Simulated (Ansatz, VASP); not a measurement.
## One calculation of Ag, two programs

The input INCAR:

```
PREC     = Accurate       # precision mode
ENCUT    = 520            # plane-wave cutoff, eV
EDIFF    = 1E-7           # SCF threshold, eV
ISMEAR   = -1             # smearing method
SIGMA    = 0.1            # smearing width, eV
LREAL    = False          # projectors in reciprocal space
LASPH    = True           # aspherical terms in the spheres
NELM     = 60             # most SCF steps
ALGO     = Normal         # electronic algorithm
ISIF     = 2              # what is computed and relaxed
LWAVE    = False          # write WAVECAR
LCHARG   = False          # write CHGCAR
NBANDS   = 12             # bands
```

Contents of KPOINTS:

```
regular mesh
0
Gamma
  22 22 22
```

POSCAR

```
Ag
1.0
    0.0000000000      1.9448449705      1.9448449705
    1.9448449705      0.0000000000      1.9448449705
    1.9448449705      1.9448449705      0.0000000000
Ag
1
Direct
    0.0000000000      0.0000000000      0.0000000000
```

Input for Ansatz:

```yaml
crystal:
  lattice:
    - [0.0, 1.9448449705, 1.9448449705]
    - [1.9448449705, 0.0, 1.9448449705]
    - [1.9448449705, 1.9448449705, 0.0]
  atoms:
    - { symbol: Ag, position: [0.0, 0.0, 0.0] }
hamiltonian:
  xc: lda
  pseudopotentials:
    kind: paw
    azcp:
      Ag: "pseudopotentials/Ag.paw.azcp"
basis:
  ecutwfc: 420
  fft_grid_basis: typed
kpoints:
  mp_grid: { grid: [22, 22, 22], shift: [0, 0, 0] }
magnetization:
  spin_polarized: false
scf:
  occupations: { method: fermi_dirac, width: 0.1 }
output:
  stress: true
```

Alike in both runs: task single point; functional LDA; k mesh 22 × 22 × 22; occupations fermi-dirac, width 0.1 eV; no spin polarisation.

|  | VASP | Ansatz |
| --- | --- | --- |
| version | VASP 6.6.1 | Ansatz 0.2.0 |
| potentials or method | VASP PAW LDA potentials, release 64 (Ag), cutoff 520 eV | plane waves (420 eV) with PAW, scalar-relativistic |
| valence electrons in the cell | 11 | 19 |

|  | VASP | Ansatz | Ansatz less VASP |
| --- | --- | --- | --- |
| pressure (GPa) | 15.1 | 14.9 | -0.15 |

Ansatz warns that its potentials were made for another functional, while VASP's fit it. LDA's correlation is that of Perdew and Zunger in VASP and of Perdew and Wang (1992) in Ansatz. VASP's potentials hold 11 valence electrons a cell and Ansatz's 19, so a difference there can come from the potentials and not from the codes.
